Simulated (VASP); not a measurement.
# Na2S (Fm-3m) in VASP: further runs

Na2S is run at these levels: PBEsol; tasks: single point.

Everything below comes from runs of VASP 6.6.1. Logs are shortened: lines on timing, memory, paths and dates and some standing lists are left out, and cuts for length are marked.

## Step 1: The cell of the first run

The structure is cubic, space group Fm-3m (No. 225). Conventional cell: a = 6.501 Å, b = 6.501 Å, c = 6.501 Å, α = 90.00°, β = 90.00°, γ = 90.00°. Na (site symmetry -43m) has 4 S at 2.82 Å and 6 Na at 3.25 Å within 3.7 Å. Within 3.7 Å of S (site symmetry m-3m) lie 8 Na at 2.82 Å.

## Step 2: Single point, PBEsol

INCAR reads:

```
ALGO = Normal
EDIFF = 1E-6
ENCUT = 500
GGA = PS
GGA_COMPAT = F
ISIF = 2
ISMEAR = 0
LASPH = T
LCHARG = T
LELF = T
LREAL = F
LVHAR = T
LWAVE = F
NBANDS = 17
NELM = 120
PREC = Accurate
SIGMA = 0.02
```

KPOINTS reads:

```
k-points
0
Gamma
  8 8 8
```

POSCAR reads:

```
Na2S
1.0
    0.0000000000      3.2506169337      3.2506169337
    3.2506169337      0.0000000000      3.2506169337
    3.2506169337      3.2506169337      0.0000000000
Na S
2 1
Direct
    0.2500000000      0.2500000000      0.2500000000
    0.7500000000      0.7500000000      0.7500000000
    0.0000000000      0.0000000000      0.0000000000
```

Potentials or basis: VASP PAW PBE potentials, release 64 (Na_pv, S).

Launch:

```
cat potpaw_PBE.64/Na_pv/POTCAR potpaw_PBE.64/S/POTCAR > POTCAR
mpirun -np 1 vasp_std > vasp.out
```

OUTCAR:

```text
EDIFF = 1E-6
   ENCUT = 500
   GGA = PS
   ISIF = 2
   ISMEAR = 0
   LASPH = T
   LREAL = F
   NELM = 120
   PREC = Accurate

 ion  position               nearest neighbor table
   1  0.250  0.250  0.250-
   2  0.750  0.750  0.750-
   3  0.000  0.000  0.000-

  LATTYP: Found a face centered cubic cell.
 ALAT       =     6.5012338674

  Lattice vectors:

 A1 = (   0.0000000000,   3.2506169337,   3.2506169337)
 A2 = (   3.2506169337,   0.0000000000,   3.2506169337)
 A3 = (   3.2506169337,   3.2506169337,   0.0000000000)

Analysis of symmetry for initial positions (statically):
=====================================================================
 Subroutine PRICEL returns:
 Original cell was already a primitive cell.

 Routine SETGRP: Setting up the symmetry group for a
 face centered cubic supercell.

 Subroutine GETGRP returns: Found 48 space group operations
 (whereof 48 operations were pure point group operations)
 out of a pool of 48 trial point group operations.

The static configuration has the point symmetry O_h .

Analysis of symmetry for dynamics (positions and initial velocities):
=====================================================================
 Subroutine PRICEL returns:
 Original cell was already a primitive cell.

 Routine SETGRP: Setting up the symmetry group for a
 face centered cubic supercell.

 Subroutine GETGRP returns: Found 48 space group operations
 (whereof 48 operations were pure point group operations)
 out of a pool of 48 trial point group operations.

The dynamic configuration has the point symmetry O_h .

 Subroutine INISYM returns: Found 48 space group operations
 (whereof 48 operations are pure point group operations),
 and found     1 'primitive' translations

----------------------------------------------------------------------------------------

                                     Primitive cell

  volume of cell :      68.6954

  direct lattice vectors                    reciprocal lattice vectors
     0.000000000  3.250616934  3.250616934    -0.153816955  0.153816955  0.153816955
     3.250616934  0.000000000  3.250616934     0.153816955 -0.153816955  0.153816955
     3.250616934  3.250616934  0.000000000     0.153816955  0.153816955 -0.153816955

  length of vectors
     4.597066554  4.597066554  4.597066554     0.266418782  0.266418782  0.266418782

  position of ions in fractional coordinates (direct lattice)
     0.250000000  0.250000000  0.250000000
     0.750000000  0.750000000  0.750000000
     0.000000000  0.000000000  0.000000000

  ion indices of the primitive-cell ions
   primitive index   ion index
                 1           1
                 2           2
                 3           3

----------------------------------------------------------------------------------------

 KPOINTS: k-points

Automatic generation of k-mesh.
 Grid dimensions read from file:
 generate k-points for:    8    8    8

 Generating k-lattice:

  Cartesian coordinates                     Fractional coordinates (reciprocal lattice)
    -0.019227119  0.019227119  0.019227119     0.125000000  0.000000000  0.000000000
     0.019227119 -0.019227119  0.019227119     0.000000000  0.125000000  0.000000000
     0.019227119  0.019227119 -0.019227119     0.000000000  0.000000000  0.125000000

  Length of vectors
     0.033302348  0.033302348  0.033302348

  Shift w.r.t. Gamma in fractional coordinates (k-lattice)
     0.000000000  0.000000000  0.000000000

 Subroutine IBZKPT returns following result:
 ===========================================

 Found     29 irreducible k-points:

 Following reciprocal coordinates:
            Coordinates               Weight
  0.000000  0.000000  0.000000      1.000000
  0.125000  0.000000  0.000000      8.000000
  0.250000  0.000000  0.000000      8.000000
  0.375000  0.000000  0.000000      8.000000
  0.500000  0.000000  0.000000      4.000000
  0.125000  0.125000  0.000000      6.000000
[... 16 lines left out ...]
  0.500000  0.250000  0.125000     48.000000
 -0.375000  0.250000  0.125000     24.000000
 [... further k-points ...]
   k-points           NKPTS =     29   k-points in BZ     NKDIM =     29   number of bands    NBANDS=     17
   number of dos      NEDOS =    301   number of ions     NIONS =      3
   total plane-waves  NPLWV =  46656
   dimension x,y,z NGX =    36 NGY =   36 NGZ =   36
   dimension x,y,z NGXF=    72 NGYF=   72 NGZF=   72
   ions per type =               2   1
   NGX,Y,Z   is equivalent  to a cutoff of  13.02, 13.02, 13.02 a.u.
   NGXF,Y,Z  is equivalent  to a cutoff of  26.04, 26.04, 26.04 a.u.
 SYSTEM =  unknown system
   PREC   = accura    normal or accurate (medium, high low for compatibility)
   ISTART =      0    job   : 0-new  1-cont  2-samecut
   ICHARG =      2    charge: 1-file 2-atom 10-const
   ISPIN  =      1    spin polarized calculation?
   LNONCOLLINEAR =      F non collinear calculations
   LSORBIT =      F    spin-orbit coupling
   LASPH  =      T    aspherical Exc in radial PAW
   ENCUT  =  500.0 eV  36.75 Ry    6.06 a.u.   8.38  8.38  8.38*2*pi/ulx,y,z
   NELM   =    120;   NELMIN=  2; NELMDL= -5     # of ELM steps
   EDIFF  = 0.1E-05   stopping-criterion for ELM
   LREAL  =      F    real-space projection
   EDIFFG = 0.1E-04   stopping-criterion for IOM
   NSW    =      0    number of steps for IOM
   IBRION =     -1    ionic relax: 0-MD 1-quasi-New 2-CG
   NFREE  =      0    steps in history (QN), initial steepest desc. (CG)
   ISIF   =      2    stress and relaxation
   ISYM   =      2    0-nonsym 1-usesym 2-fastsym
   POTIM  = 0.5000    time-step for ionic-motion
   TEBEG  =    0.0;   TEEND  =   0.0 temperature during run
   PSTRESS=    0.0 pullay stress
   NELECT =      20.0000    total number of electrons
   NUPDOWN=      -1.0000    fix difference up-down
   EMIN   =  10.00;   EMAX   =-10.00  energy-range for DOS
   EFERMI =   0.00;   METHOD = LEGACY
   ISMEAR =     0;   SIGMA  =   0.02  broadening in eV -4-tet -1-fermi 0-gaus
   EFERMI_NEDOS =   21; number of points for ismear=-14 and -15
   IALGO  =     38    algorithm
   IMIX   =      4    mixing-type and parameters
     AMIX     =   0.40;   BMIX     =  1.00
     AMIX_MAG =   1.60;   BMIX_MAG =  1.00
  volume/ion in A,a.u.               =      22.90       154.53
  Fermi-wavevector in a.u.,A,eV,Ry     =   1.085032  2.050412 16.018050  1.177293
  Thomas-Fermi vector in A             =   2.221136
   LORBIT       =      0    0 simple, 1 ext, 2 COOP (PROOUT), +10 PAW based schemes
   GGA     = PS    functional components
   LHFCALC =     F    Hartree Fock is set to
   AEXX    =    0.0000 exact exchange contribution
   IVDW    =     0    specifies the selected vdW correction
   LEPSILON=     F    determine dielectric tensor
   LRPA    =     F    only Hartree local field effects (RPA)
 non-spin polarized calculation
 Gauss-broadening in eV      SIGMA  =   0.02
  energy-cutoff  :      500.00
  volume of cell :       68.70
 maximum number of plane-waves:      1807
 NGX is ok and might be reduce to    36
   NGX = 17   NGY = 17   NGZ = 17

 number of electron      19.9999984 magnetization

 Free energy of the ion-electron system (eV)
  ---------------------------------------------------
  ext. energy  EPLUGINS =         0.00000000
  ---------------------------------------------------
  free energy    TOTEN  =       -10.37494482 eV

  energy without entropy =      -10.37494482  energy(sigma->0) =      -10.37494482

 E-fermi :   0.3092     XC(G=0):  -8.0234

 val. band max:        0.1899037720   @ k =   0.0000   0.0000   0.0000
 cond. band min:       2.6139476026   @ k =   0.0000   0.0000   0.0000
 fundamental gap:      2.4240438305
 Fermi energy:         0.3092482295

 k-point     1 :       0.0000    0.0000    0.0000
  band No.  band energies     occupation
      1     -21.8386      2.00000
      2     -21.8386      2.00000
      3     -21.8386      2.00000
      4     -21.7802      2.00000
      5     -21.7802      2.00000
      6     -21.7802      2.00000
[... 9 lines left out ...]
     16       9.5302      0.00000
     17      11.3820      0.00000

 k-point     2 :       0.1250    0.0000    0.0000
  band No.  band energies     occupation
      1     -21.8372      2.00000
      2     -21.8365      2.00000
      3     -21.8365      2.00000
      4     -21.7837      2.00000
      5     -21.7826      2.00000
      6     -21.7826      2.00000
[... 9 lines left out ...]
     16       9.1405      0.00000
     17      10.9375      0.00000

 k-point     3 :       0.2500    0.0000    0.0000
  band No.  band energies     occupation
      1     -21.8331      2.00000
      2     -21.8305      2.00000
      3     -21.8305      2.00000
      4     -21.7928      2.00000
      5     -21.7893      2.00000
      6     -21.7893      2.00000
[... 9 lines left out ...]
     16       9.3221      0.00000
     17      10.4964      0.00000

 k-point     4 :       0.3750    0.0000    0.0000
  band No.  band energies     occupation
      1     -21.8264      2.00000
      2     -21.8214      2.00000
      3     -21.8214      2.00000
      4     -21.8045      2.00000
      5     -21.7990      2.00000
      6     -21.7990      2.00000
[... 9 lines left out ...]
     16      10.3594      0.00000
     17      10.7753      0.00000
[... 343 lines left out ...]
      1     -21.8469      2.00000
      2     -21.8337      2.00000
      3     -21.8224      2.00000
      4     -21.8034      2.00000
      5     -21.7884      2.00000
      6     -21.7752      2.00000
[... 9 lines left out ...]
     16      10.7821      0.00000
     17      11.8544      0.00000

 k-point    23 :       0.5000    0.2500    0.1250
  band No.  band energies     occupation
      1     -21.8493      2.00000
      2     -21.8358      2.00000
      3     -21.8239      2.00000
      4     -21.7995      2.00000
      5     -21.7909      2.00000
      6     -21.7755      2.00000
[... 9 lines left out ...]
     16      11.3134      0.00000
     17      12.1572      0.00000

 k-point    24 :      -0.3750    0.2500    0.1250
  band No.  band energies     occupation
      1     -21.8479      2.00000
      2     -21.8428      2.00000
      3     -21.8121      2.00000
      4     -21.8119      2.00000
      5     -21.7817      2.00000
      6     -21.7806      2.00000
[... 9 lines left out ...]
     16      10.8448      0.00000
     17      12.1745      0.00000

 [... further k-points ...]

------------------------ aborting loop because EDIFF is reached ----------------------------------------

  FORCE on cell =-STRESS in cart. coord.  units (eV):
  Direction    XX          YY          ZZ          XY          YZ          ZX
  --------------------------------------------------------------------------------------
  -------------------------------------------------------------------------------------
  Total        0.0226258      0.0226258      0.0226258     -0.0000000     -0.0000000      0.0000000
  in kB        0.5277004      0.5277004      0.5277004     -0.0000000     -0.0000000      0.0000000
  external PRESSURE =       0.5277004 kB  Pullay stress =       0.0000000 kB

 VOLUME and BASIS-vectors are now :
 -----------------------------------------------------------------------------
  energy-cutoff  :      500.00
  volume of cell :       68.70
      direct lattice vectors                 reciprocal lattice vectors
     0.000000000  3.250616934  3.250616934    -0.153816955  0.153816955  0.153816955
     3.250616934  0.000000000  3.250616934     0.153816955 -0.153816955  0.153816955
     3.250616934  3.250616934  0.000000000     0.153816955  0.153816955 -0.153816955

 POSITION                                       TOTAL-FORCE (eV/Angst)
 -----------------------------------------------------------------------------------
      1.62531      1.62531      1.62531         0.000000      0.000000      0.000000
      4.87593      4.87593      4.87593        -0.000000     -0.000000     -0.000000
      0.00000      0.00000      0.00000        -0.000000      0.000000     -0.000000
 -----------------------------------------------------------------------------------
    total drift:                                0.000000      0.000000      0.000000

  FREE ENERGIE OF THE ION-ELECTRON SYSTEM (eV)
  ---------------------------------------------------
  free  energy   TOTEN  =       -10.3749448234 eV

  energy  without entropy=      -10.3749448234  energy(sigma->0) =      -10.37494482
```

It took 83 s on 1 thread of AMD EPYC 7R13, shared host; peak memory 0.17 GiB.

Results:

| Property | Result |
| --- | --- |
| Free energy | -10.3749 eV |
| Pressure | 0.1 GPa |
| Band gap on the k mesh | 2.42 eV |

Levels at points of the mesh, in eV from the valence-band top:
```
           k point  band 6  band 7  band 8  band 9  band 10  band 11  band 12  band 13  band 14  band 15
(0.00, 0.00, 0.00)  -21.97  -10.15    0.00    0.00     0.00     2.42     7.72     7.72     7.72     9.34
(0.50, 0.00, 0.00)  -22.00   -9.89   -1.71   -0.14    -0.14     4.78     6.39     7.10     7.10    11.27
(0.50, 0.50, 0.00)  -21.96   -9.81   -1.52   -0.47    -0.47     3.70     6.00     8.54     9.78     9.78
```

Caveat: the PAW data sets were made with another functional, which shifts forces and pressure a little. A k mesh can miss the band edges.

## Step 3: Single point, PBEsol

INCAR reads:

```
SYSTEM = Na2S
  ALGO = Normal
  EDIFF = 1E-6
  ENCUT = 500
  GGA = PS
  GGA_COMPAT = .FALSE.
  ISIF = 2
  ISMEAR = 0
  LASPH = .TRUE.
  LCHARG = .FALSE.
  LREAL = .FALSE.
  LWAVE = .FALSE.
  NBANDS = 17
  NELM = 120
  PREC = Accurate
  SIGMA = 0.02
```

KPOINTS reads:

```
k-points
0
G
  8 8 8
  0 0 0
```

POSCAR is that of step 2.

Potentials or basis: VASP PAW PBE potentials, release 64 (Na_pv, S).

Launch:

```
cat potpaw_PBE.64/Na_pv/POTCAR potpaw_PBE.64/S/POTCAR > POTCAR
mpirun -np 1 vasp_std > vasp.out
```

Run time: 78 s. Hardware: 1 thread of AMD EPYC 7R13, shared host; peak memory 0.17 GiB.

It converged, with:

| Quantity | Value |
| --- | --- |
| Free energy | -10.3749 eV |
| Pressure | 0.1 GPa |
| Band gap on the k mesh | 2.42 eV |

Levels at points of the mesh, in eV from the valence-band top:
```
           k point  band 6  band 7  band 8  band 9  band 10  band 11  band 12  band 13  band 14  band 15
(0.00, 0.00, 0.00)  -21.97  -10.15    0.00    0.00     0.00     2.42     7.72     7.72     7.72     9.34
(0.50, 0.00, 0.00)  -22.00   -9.89   -1.71   -0.14    -0.14     4.78     6.39     7.10     7.10    11.27
(0.50, 0.50, 0.00)  -21.96   -9.81   -1.52   -0.47    -0.47     3.70     6.00     8.54     9.78     9.78
```

Caveat: the PAW data sets were made with another functional, which shifts forces and pressure a little.

## Step 4: Single point, PBEsol (23.59 Å³/atom)

This run uses another cell than the first one, of 23.59 Å³/atom.

INCAR reads:

```
ALGO = Normal
EDIFF = 1E-6
ENCUT = 500
GGA = PS
GGA_COMPAT = F
ISIF = 2
ISMEAR = 0
LASPH = T
LCHARG = F
LREAL = F
LWAVE = F
NBANDS = 17
NELM = 120
PREC = Accurate
SIGMA = 0.02
```

KPOINTS reads:

```
k-points
0
Gamma
  8 8 8
```

POSCAR reads:

```
Na2S
1.0
    0.0000000000      3.2828033530      3.2828033530
    3.2828033530      0.0000000000      3.2828033530
    3.2828033530      3.2828033530      0.0000000000
Na S
2 1
Direct
    0.2500000000      0.2500000000      0.2500000000
    0.7500000000      0.7500000000      0.7500000000
    0.0000000000      0.0000000000      0.0000000000
```

Launch:

```
cat potpaw_PBE.64/Na_pv/POTCAR potpaw_PBE.64/S/POTCAR > POTCAR
mpirun -np 1 vasp_std > vasp.out
```

Run time: 59 s. Hardware: 1 thread of AMD EPYC 7R13, shared host; peak memory 0.17 GiB.

Results (log left out):

```yaml
Free_energy: -10.3707 eV
Pressure: -0.8 GPa
Band_gap_on_the_k_mesh: 2.33 eV
```

Levels at points of the mesh, in eV from the valence-band top:
```tsv
k point	band 7	band 8	band 9	band 10	band 11	band 12	band 13	band 14
(0.00, 0.00, 0.00)	-10.11	0.00	0.00	0.00	2.33	7.62	7.62	7.62
(0.50, 0.00, 0.00)	-9.87	-1.66	-0.13	-0.13	4.66	6.27	7.03	7.03
(0.50, 0.50, 0.00)	-9.79	-1.48	-0.46	-0.46	3.69	5.92	8.31	9.59
```

Caveat: the PAW data sets were made with another functional, which shifts forces and pressure a little.
